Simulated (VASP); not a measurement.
# Yb2CdS4 (Fd-3m) in VASP: single point with PBE

Aim: the single point of Yb2CdS4 with PBE.

Program: VASP 6.6.1. These are calculated values, not measurements. Logs are shortened: lines on timing, memory, paths and dates and some standing lists are left out, and cuts for length are marked.

## Step 1: The cell of the first run

Symmetry: Fd-3m, No. 227, cubic system. Conventional cell: a = 11.009 Å, b = 11.009 Å, c = 11.009 Å, α = 90.00°, β = 90.00°, γ = 90.00°. Within 3.2 Å of S (site symmetry 3m) lie 1 Cd at 2.42 Å and 3 Yb at 2.73 Å. Within 3.6 Å of Yb (site symmetry -3m) lie 6 S at 2.73 Å. Cd (site symmetry -43m) has 4 S at 2.42 Å within 3.2 Å.

## Step 2: Single point, PBE

The input, INCAR:

```
PREC     = Accurate       # precision mode
ENCUT    = 520            # plane-wave cutoff, eV
EDIFF    = 1E-6           # SCF threshold, eV
ISMEAR   = -1             # smearing method
SIGMA    = 0.1            # smearing width, eV
LREAL    = F              # projectors in reciprocal space
LASPH    = T              # aspherical terms in the spheres
NELM     = 60             # most SCF steps
ALGO     = Normal         # electronic algorithm
ISIF     = 2              # what is computed and relaxed
LWAVE    = F              # write WAVECAR
LCHARG   = T              # write CHGCAR
GGA      = PE             # functional
LELF     = T              # ELF
LVHAR    = T            
NBANDS   = 97             # bands
```

The input, KPOINTS:

```
Automatic mesh
0
Gamma
  4 4 4
```

The input, POSCAR:

```
Yb2CdS4
1.0
    0.0000000000      5.5042810000      5.5042810000
    5.5042810000      0.0000000000      5.5042810000
    5.5042810000      5.5042810000      0.0000000000
S Yb Cd
8 4 2
Direct
    0.3770000000      0.3770000000      0.3770000000
    0.3810000000      0.8730000000      0.8730000000
    0.3770000000      0.3770000000      0.8690000000
    0.8730000000      0.3810000000      0.8730000000
    0.8690000000      0.3770000000      0.3770000000
    0.8730000000      0.8730000000      0.8730000000
    0.3770000000      0.8690000000      0.3770000000
    0.8730000000      0.8730000000      0.3810000000
    0.6250000000      0.6250000000      0.6250000000
    0.1250000000      0.6250000000      0.6250000000
    0.6250000000      0.6250000000      0.1250000000
    0.6250000000      0.1250000000      0.6250000000
    0.0000000000      0.0000000000      0.0000000000
    0.2500000000      0.2500000000      0.2500000000
```

Potentials or basis: VASP PAW PBE potentials, release 64 (S, Yb, Cd).

Run with:

```sh
cat potpaw_PBE.64/S/POTCAR potpaw_PBE.64/Yb/POTCAR potpaw_PBE.64/Cd/POTCAR > POTCAR
mpirun -np 1 vasp_std > vasp.out
```

OUTCAR:

```text
PREC = Accurate
   ENCUT = 520
   EDIFF = 1E-6
   ISMEAR = -1
   LREAL = F
   LASPH = T
   NELM = 60
   ISIF = 2
   GGA = PE

 ion  position               nearest neighbor table
   1  0.377  0.377  0.377-  14 2.42  11 2.73  12 2.73  10 2.73
   2  0.381  0.873  0.873-  13 2.42   9 2.73  12 2.73  11 2.73
   3  0.377  0.377  0.869-  14 2.42   9 2.73  12 2.73  10 2.73
   4  0.873  0.381  0.873-  13 2.42   9 2.73  10 2.73  11 2.73
   5  0.869  0.377  0.377-  14 2.42   9 2.73  12 2.73  11 2.73
   6  0.873  0.873  0.873-  13 2.42  11 2.73  12 2.73  10 2.73
   7  0.377  0.869  0.377-  14 2.42   9 2.73  10 2.73  11 2.73
   8  0.873  0.873  0.381-  13 2.42   9 2.73  12 2.73  10 2.73
   9  0.625  0.625  0.625-   2 2.73   3 2.73   4 2.73   5 2.73   7 2.73   8 2.73
  10  0.125  0.625  0.625-   1 2.73   6 2.73   4 2.73   7 2.73   3 2.73   8 2.73
  11  0.625  0.625  0.125-   1 2.73   6 2.73   4 2.73   5 2.73   2 2.73   7 2.73
  12  0.625  0.125  0.625-   1 2.73   6 2.73   5 2.73   2 2.73   3 2.73   8 2.73
  13  0.000  0.000  0.000-   2 2.42   4 2.42   8 2.42   6 2.42
  14  0.250  0.250  0.250-   3 2.42   5 2.42   7 2.42   1 2.42

  LATTYP: Found a face centered cubic cell.
 ALAT       =    11.0085620000

  Lattice vectors:

 A1 = (   0.0000000000,   5.5042810000,   5.5042810000)
 A2 = (   5.5042810000,   0.0000000000,   5.5042810000)
 A3 = (   5.5042810000,   5.5042810000,   0.0000000000)

Analysis of symmetry for initial positions (statically):
=====================================================================
 Subroutine PRICEL returns:
 Original cell was already a primitive cell.

 Routine SETGRP: Setting up the symmetry group for a
 face centered cubic supercell.

 Subroutine GETGRP returns: Found 48 space group operations
 (whereof 24 operations were pure point group operations)
 out of a pool of 48 trial point group operations.

The static configuration has the point symmetry T_d .
 The point group associated with its full space group is O_h .

Analysis of symmetry for dynamics (positions and initial velocities):
=====================================================================
 Subroutine PRICEL returns:
 Original cell was already a primitive cell.

 Routine SETGRP: Setting up the symmetry group for a
 face centered cubic supercell.

 Subroutine GETGRP returns: Found 48 space group operations
 (whereof 24 operations were pure point group operations)
 out of a pool of 48 trial point group operations.

The dynamic configuration has the point symmetry T_d .
 The point group associated with its full space group is O_h .

 Subroutine INISYM returns: Found 48 space group operations
 (whereof 24 operations are pure point group operations),
 and found     1 'primitive' translations

----------------------------------------------------------------------------------------

                                     Primitive cell

  volume of cell :     333.5276

  direct lattice vectors                    reciprocal lattice vectors
     0.000000000  5.504281000  5.504281000    -0.090838386  0.090838386  0.090838386
     5.504281000  0.000000000  5.504281000     0.090838386 -0.090838386  0.090838386
     5.504281000  5.504281000  0.000000000     0.090838386  0.090838386 -0.090838386

  length of vectors
     7.784228841  7.784228841  7.784228841     0.157336699  0.157336699  0.157336699

  position of ions in fractional coordinates (direct lattice)
     0.377000000  0.377000000  0.377000000
     0.381000000  0.873000000  0.873000000
     0.377000000  0.377000000  0.869000000
     0.873000000  0.381000000  0.873000000
     0.869000000  0.377000000  0.377000000
     0.873000000  0.873000000  0.873000000
     0.377000000  0.869000000  0.377000000
     0.873000000  0.873000000  0.381000000
     0.625000000  0.625000000  0.625000000
     0.125000000  0.625000000  0.625000000
     0.625000000  0.625000000  0.125000000
     0.625000000  0.125000000  0.625000000
     0.000000000  0.000000000  0.000000000
     0.250000000  0.250000000  0.250000000

  ion indices of the primitive-cell ions
   primitive index   ion index
                 1           1
                 2           2
                 3           3
                 4           4
                 5           5
                 6           6
                 7           7
                 8           8
                 9           9
                10          10
                11          11
                12          12
                13          13
                14          14

----------------------------------------------------------------------------------------

 KPOINTS: Automatic mesh

Automatic generation of k-mesh.
 Grid dimensions read from file:
 generate k-points for:    4    4    4

 Generating k-lattice:

  Cartesian coordinates                     Fractional coordinates (reciprocal lattice)
    -0.022709596  0.022709596  0.022709596     0.250000000  0.000000000  0.000000000
     0.022709596 -0.022709596  0.022709596     0.000000000  0.250000000  0.000000000
     0.022709596  0.022709596 -0.022709596     0.000000000  0.000000000  0.250000000

  Length of vectors
     0.039334175  0.039334175  0.039334175

  Shift w.r.t. Gamma in fractional coordinates (k-lattice)
     0.000000000  0.000000000  0.000000000

 Subroutine IBZKPT returns following result:
 ===========================================

 Found      8 irreducible k-points:

 Following reciprocal coordinates:
            Coordinates               Weight
  0.000000  0.000000  0.000000      1.000000
  0.250000  0.000000  0.000000      8.000000
  0.500000  0.000000  0.000000      4.000000
  0.250000  0.250000  0.000000      6.000000
  0.500000  0.250000  0.000000     24.000000
 -0.250000  0.250000  0.000000     12.000000
  0.500000  0.500000  0.000000      3.000000
 -0.250000  0.500000  0.250000      6.000000
   k-points           NKPTS =      8   k-points in BZ     NKDIM =      8   number of bands    NBANDS=     97
   number of dos      NEDOS =    301   number of ions     NIONS =     14
   total plane-waves  NPLWV = 216000
   dimension x,y,z NGX =    60 NGY =   60 NGZ =   60
   dimension x,y,z NGXF=   120 NGYF=  120 NGZF=  120
   ions per type =               8   4   2
   NGX,Y,Z   is equivalent  to a cutoff of  12.81, 12.81, 12.81 a.u.
   NGXF,Y,Z  is equivalent  to a cutoff of  25.63, 25.63, 25.63 a.u.
 SYSTEM =  unknown system
   PREC   = accura    normal or accurate (medium, high low for compatibility)
   ISTART =      0    job   : 0-new  1-cont  2-samecut
   ICHARG =      2    charge: 1-file 2-atom 10-const
   ISPIN  =      1    spin polarized calculation?
   LNONCOLLINEAR =      F non collinear calculations
   LSORBIT =      F    spin-orbit coupling
   LASPH  =      T    aspherical Exc in radial PAW
   ENCUT  =  520.0 eV  38.22 Ry    6.18 a.u.  14.47 14.47 14.47*2*pi/ulx,y,z
   NELM   =     60;   NELMIN=  2; NELMDL= -5     # of ELM steps
   EDIFF  = 0.1E-05   stopping-criterion for ELM
   LREAL  =      F    real-space projection
[... 7 lines left out ...]
   TEBEG  =    0.0;   TEEND  =   0.0 temperature during run
   PSTRESS=    0.0 pullay stress
   NELECT =     168.0000    total number of electrons
   NUPDOWN=      -1.0000    fix difference up-down
   EMIN   =  10.00;   EMAX   =-10.00  energy-range for DOS
   EFERMI =   0.00;   METHOD = LEGACY
   ISMEAR =    -1;   SIGMA  =   0.10  broadening in eV -4-tet -1-fermi 0-gaus
   EFERMI_NEDOS =   21; number of points for ismear=-14 and -15
   IALGO  =     38    algorithm
   IMIX   =      4    mixing-type and parameters
     AMIX     =   0.40;   BMIX     =  1.00
     AMIX_MAG =   1.60;   BMIX_MAG =  1.00
  volume/ion in A,a.u.               =      23.82       160.77
  Fermi-wavevector in a.u.,A,eV,Ry     =   1.302569  2.461498 23.084806  1.696685
  Thomas-Fermi vector in A             =   2.433628
   LORBIT       =      0    0 simple, 1 ext, 2 COOP (PROOUT), +10 PAW based schemes
   GGA     = PE    functional components
   LHFCALC =     F    Hartree Fock is set to
   AEXX    =    0.0000 exact exchange contribution
   IVDW    =     0    specifies the selected vdW correction
   LEPSILON=     F    determine dielectric tensor
   LRPA    =     F    only Hartree local field effects (RPA)
 non-spin polarized calculation
  energy-cutoff  :      520.00
  volume of cell :      333.53
 maximum number of plane-waves:      9028
 NGX is ok and might be reduce to    60
   NGX = 29   NGY = 29   NGZ = 29

 number of electron     168.0000004 magnetization

 Free energy of the ion-electron system (eV)
  ---------------------------------------------------
  ext. energy  EPLUGINS =         0.00000000
  ---------------------------------------------------
  free energy    TOTEN  =       -67.35520201 eV

  energy without entropy =      -66.60044583  energy(sigma->0) =      -66.97782392

 E-fermi :   1.8498     XC(G=0):  -9.6447

 val. band max:        1.8224811754   @ k =  -0.2500   0.2500   0.0000
 cond. band min:       1.9156382691   @ k =   0.5000   0.2500   0.0000
 fundamental gap:      0.0931570937
 Fermi energy:         1.8497989053

 k-point     1 :       0.0000    0.0000    0.0000
  band No.  band energies     occupation
      1     -49.1649      2.00000
      2     -49.1592      2.00000
      3     -49.1592      2.00000
      4     -49.1592      2.00000
      5     -21.5165      2.00000
      6     -21.3955      2.00000
[... 88 lines left out ...]
     95       7.1126      0.00000
     96       7.1127      0.00000

 k-point     2 :       0.2500    0.0000    0.0000
  band No.  band energies     occupation
      1     -49.1643      2.00000
      2     -49.1598      2.00000
      3     -49.1592      2.00000
      4     -49.1592      2.00000
      5     -21.4972      2.00000
      6     -21.3899      2.00000
[... 682 lines left out ...]
     95       7.3770      0.00000
     96       7.3994      0.00000
 [bands above 96 left out]

------------------------ aborting loop because EDIFF is reached ----------------------------------------

  FORCE on cell =-STRESS in cart. coord.  units (eV):
  Direction    XX          YY          ZZ          XY          YZ          ZX
  --------------------------------------------------------------------------------------
  -------------------------------------------------------------------------------------
  Total        6.6811998      6.6811998      6.6811998      0.0000000     -0.0000000      0.0000000
  in kB       32.0946953     32.0946953     32.0946953      0.0000000     -0.0000000      0.0000000
  external PRESSURE =      32.0946953 kB  Pullay stress =       0.0000000 kB

 VOLUME and BASIS-vectors are now :
 -----------------------------------------------------------------------------
  energy-cutoff  :      520.00
  volume of cell :      333.53
      direct lattice vectors                 reciprocal lattice vectors
     0.000000000  5.504281000  5.504281000    -0.090838386  0.090838386  0.090838386
     5.504281000  0.000000000  5.504281000     0.090838386 -0.090838386  0.090838386
     5.504281000  5.504281000  0.000000000     0.090838386  0.090838386 -0.090838386

 POSITION                                       TOTAL-FORCE (eV/Angst)
 -----------------------------------------------------------------------------------
      4.15023      4.15023      4.15023         0.760932      0.760932      0.760932
      9.61047      6.90237      6.90237        -0.760932      0.760932      0.760932
      6.85833      6.85833      4.15023        -0.760932     -0.760932      0.760932
      6.90237      9.61047      6.90237         0.760932     -0.760932      0.760932
      4.15023      6.85833      6.85833         0.760932     -0.760932     -0.760932
      9.61047      9.61047      9.61047        -0.760932     -0.760932     -0.760932
      6.85833      4.15023      6.85833        -0.760932      0.760932     -0.760932
      6.90237      6.90237      9.61047         0.760932      0.760932     -0.760932
      6.88035      6.88035      6.88035         0.000000      0.000000      0.000000
      6.88035      4.12821      4.12821         0.000000      0.000000      0.000000
      4.12821      4.12821      6.88035         0.000000      0.000000      0.000000
      4.12821      6.88035      4.12821         0.000000      0.000000      0.000000
      0.00000      0.00000      0.00000         0.000000      0.000000      0.000000
      2.75214      2.75214      2.75214         0.000000      0.000000      0.000000
 -----------------------------------------------------------------------------------
    total drift:                                0.000000     -0.000000      0.000000

  FREE ENERGIE OF THE ION-ELECTRON SYSTEM (eV)
  ---------------------------------------------------
  free  energy   TOTEN  =       -67.3552020117 eV

  energy  without entropy=      -66.6004458284  energy(sigma->0) =      -66.97782392
```

It took 45 min on 1 thread of Intel Xeon 8259CL, shared host; peak memory 0.64 GiB.

Results:

- Free energy: -67.3552 eV
- Pressure: 3.2 GPa
- Largest force: 1.318 eV/Å
- Band gap on the k mesh: zero (bands 84 and 85 overlap by 0.59 eV)

Forces in eV/Å, atoms in the order of the input:
```
S    0.761  0.761  0.761
S   -0.761  0.761  0.761
S   -0.761 -0.761  0.761
S    0.761 -0.761  0.761
S    0.761 -0.761 -0.761
S   -0.761 -0.761 -0.761
S   -0.761  0.761 -0.761
S    0.761  0.761 -0.761
Yb   0.000  0.000  0.000
Yb   0.000  0.000  0.000
Yb   0.000  0.000  0.000
Yb   0.000  0.000  0.000
Cd   0.000  0.000  0.000
Cd   0.000  0.000  0.000
```

Caveat: the cell stands under pressure; spin-orbit coupling is left out, which moves the levels of the heavy elements; forces of over 1 eV/Å act on the atoms, so gaps and moduli don't describe the material at rest. Spin polarisation is off, so any magnetic state and its effect on volume and gap are missing.

The gap in the log of VASP goes by the Fermi energy; the results here count the filled bands.